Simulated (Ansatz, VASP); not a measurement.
## C: VASP beside Ansatz

INCAR

```
PREC = Accurate ; ENCUT = 520
EDIFF = 1E-6 ; ISMEAR = 0
SIGMA = 0.05 ; LREAL = Auto
LASPH = True ; NELM = 100
ALGO = Normal ; ISIF = 2
LWAVE = False ; LCHARG = False
LDIPOL = True ; IDIPOL = 3
DIPOL = 0.5 0.5 0.500 ; GGA = PS
ISYM = 0 ; NBANDS = 46
```

KPOINTS

```
regular mesh
0
Gamma
  12 12 1
```

The input POSCAR:

```
C
1.0
    2.5068463377      0.0000000000      0.0000000000
   -1.2534231689      2.1709926118      0.0000000000
    0.0000000000      0.0000000000     29.9393240022
C
16
Direct
    0.3333333333      0.6666666667      0.2505066580
    0.0000000000      0.0000000000      0.2677738495
    0.0000000000      0.0000000000      0.3191271052
    0.6666666667      0.3333333333      0.3362900195
    0.6666666667      0.3333333333      0.3876432751
    0.3333333333      0.6666666667      0.4049104666
    0.3333333333      0.6666666667      0.4570680860
    0.6666666667      0.3333333333      0.4743407269
    0.6666666667      0.3333333333      0.5256592731
    0.0000000000      0.0000000000      0.5429319140
    0.0000000000      0.0000000000      0.5950895334
    0.6666666667      0.3333333333      0.6123567249
    0.6666666667      0.3333333333      0.6637099805
    0.3333333333      0.6666666667      0.6808728948
    0.3333333333      0.6666666667      0.7322261505
    0.0000000000      0.0000000000      0.7494933420
```

Input for Ansatz:

```yaml
crystal:
  lattice:
    - [2.5068463377, 0.0, 0.0]
    - [-1.2534231689, 2.1709926118, 0.0]
    - [0.0, 0.0, 29.9393240022]
  atoms:
    - { symbol: C, position: [0.3333333333, 0.6666666667, 0.250506658] }
    - { symbol: C, position: [0.0, 0.0, 0.2677738495] }
    - { symbol: C, position: [0.0, 0.0, 0.3191271052] }
    - { symbol: C, position: [0.6666666667, 0.3333333333, 0.3362900195] }
    - { symbol: C, position: [0.6666666667, 0.3333333333, 0.3876432751] }
    - { symbol: C, position: [0.3333333333, 0.6666666667, 0.4049104666] }
    - { symbol: C, position: [0.3333333333, 0.6666666667, 0.457068086] }
    - { symbol: C, position: [0.6666666667, 0.3333333333, 0.4743407269] }
    - { symbol: C, position: [0.6666666667, 0.3333333333, 0.5256592731] }
    - { symbol: C, position: [0.0, 0.0, 0.542931914] }
    - { symbol: C, position: [0.0, 0.0, 0.5950895334] }
    - { symbol: C, position: [0.6666666667, 0.3333333333, 0.6123567249] }
    - { symbol: C, position: [0.6666666667, 0.3333333333, 0.6637099805] }
    - { symbol: C, position: [0.3333333333, 0.6666666667, 0.6808728948] }
    - { symbol: C, position: [0.3333333333, 0.6666666667, 0.7322261505] }
    - { symbol: C, position: [0.0, 0.0, 0.749493342] }
  symmetry: { detect: false }
basis:
  ecutwfc: 420
kpoints:
  mp_grid: { grid: [12, 12, 1] }
hamiltonian:
  xc: pbesol
scf:
  occupations: { method: gaussian, width: 0.05 }
  convergence: { dr2_threshold: 1.0e-09 }
output:
  forces: true
  eigenvalues: true
  stress: true
efield:
  axis: 3
  dipole_correction: true
  ramp_width: 0.04
```

Alike in both runs: task single point; functional PBEsol; k mesh 12 × 12 × 1; occupations gaussian, width 0.05 eV; no spin polarisation.

|  | VASP | Ansatz |
| --- | --- | --- |
| version | VASP 6.6.1 | Ansatz 0.2.0 |
| potentials or method | VASP PAW PBE potentials, release 64 (C), cutoff 520 eV | scalar-relativistic, plane waves, PAW |
| valence electrons in the cell | 64 | 64 |

|  | VASP | Ansatz | Ansatz less VASP |
| --- | --- | --- | --- |
| gap on the k mesh at the Fermi level (eV) | none | none | - |
| rms of the force components (eV/Å) | 1.321 | 1.327 | +0.0055 |

VASP's potentials were made for PBE, not for PBEsol. Atom by atom the forces differ by 0.010 eV/Å (rms over components). A gap of «none» marks a metal or a gap that the smearing closes.
